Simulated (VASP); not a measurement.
A run of VASP 6.6.1 is set up as follows.

File POSCAR:

```
Tl
1.0
    3.5390101918      0.0000000000      0.0000000000
   -1.7695050959      3.0648727304      0.0000000000
    0.0000000000      0.0000000000      5.5624920705
Tl
2
Direct
    0.3333333333      0.6666666667      0.2500000000
    0.6666666667      0.3333333333      0.7500000000
```

INCAR.step1

```
SYSTEM = Tl
PREC = Accurate
ENCUT = 520
ISMEAR = -1
SIGMA = 0.1
LREAL = .FALSE.
LASPH = .TRUE.
NELM = 100
NBANDS = 20
GGA = PE
ALGO = Normal
EDIFF = 1E-4
LWAVE = .TRUE.
LCHARG = .FALSE.
```

The input INCAR.step2:

```
SYSTEM = Tl
PREC = Accurate
ENCUT = 520
EDIFF = 1E-6
ISMEAR = -1
SIGMA = 0.1
LREAL = .FALSE.
LASPH = .TRUE.
NELM = 100
ALGO = Normal
ISIF = 2
LWAVE = .FALSE.
LCHARG = .TRUE.
METAGGA = R2SCAN
LMIXTAU = .TRUE.
LELF = .TRUE.
LVHAR = .TRUE.
NBANDS = 20
ISTART = 1
```

Contents of KPOINTS:

```
regular mesh
0
G
  17 17 9
  0 0 0
```

Potentials or basis: VASP PAW PBE potentials, release 64 (Tl_d).

Command:

```console
$ cat potpaw_PBE.64/Tl_d/POTCAR > POTCAR
$ cp INCAR.step1 INCAR
$ mpirun -np 1 vasp_std > vasp.out
$ cp INCAR.step2 INCAR
$ mpirun -np 1 vasp_std > vasp.out
```

Q: What does it give for the band gap on the k mesh?

A: Zero (bands 13 and 14 overlap by 4.61 eV).

Q: Predict the pressure.

A: 0.0 GPa.

Stress tensor (GPa, compression positive):
```
-0.10  0.00  0.00
 0.00 -0.10  0.00
 0.00  0.00  0.12
```

Caveat: the PAW data sets were made with another functional, which shifts forces and pressure a little; spin-orbit coupling is left out, which moves the levels of the heavy elements.
